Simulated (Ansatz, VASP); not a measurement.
# Lu3Sc2O in VASP and in Ansatz

```xyz
6
Lattice="3.4214 0.0000 0.0000 0.0000 3.4214 0.0000 0.0000 0.0000 11.4372" Properties=species:S:1:pos:R:3 pbc="T T T"
Lu    0.0000    0.0000    0.0000
Lu    0.0000    0.0000    8.1725
Lu    0.0000    0.0000    3.2647
Sc    1.7107    1.7107    9.6914
Sc    1.7107    1.7107    1.7458
O     1.7107    1.7107    5.7186
```

Change from the starting cell: species swapped into the MgSc3Ru2 type (P4/mmm, No. 123).

Alike in both runs: task single point; functional PBE; k mesh 6 × 6 × 2; occupations gaussian, width 0.1 eV; no spin polarisation.

|  | VASP | Ansatz |
| --- | --- | --- |
| version | VASP 6.6.1 | Ansatz 0.2.0 |
| potentials or method | VASP PAW PBE potentials, release 64 (Lu, Sc_sv, O), cutoff 520 eV | scalar-relativistic, plane waves, PAW |
| valence electrons in the cell | 103 | 103 |

|  | VASP | Ansatz | Ansatz less VASP |
| --- | --- | --- | --- |
| gap on the k mesh at the Fermi level (eV) | none | none | - |
| pressure (GPa) | 12.1 | 11.9 | -0.20 |
| traceless stress, the component that is largest in VASP (GPa) | -6.10 | -6.09 | +0.008 |
| rms of the force components (eV/Å) | 1.720 | 1.710 | -0.0106 |

Atom by atom the forces differ by 0.011 eV/Å (rms over components). A gap of «none» marks a metal or a gap that the smearing closes.

Neither program's run includes spin-orbit coupling.
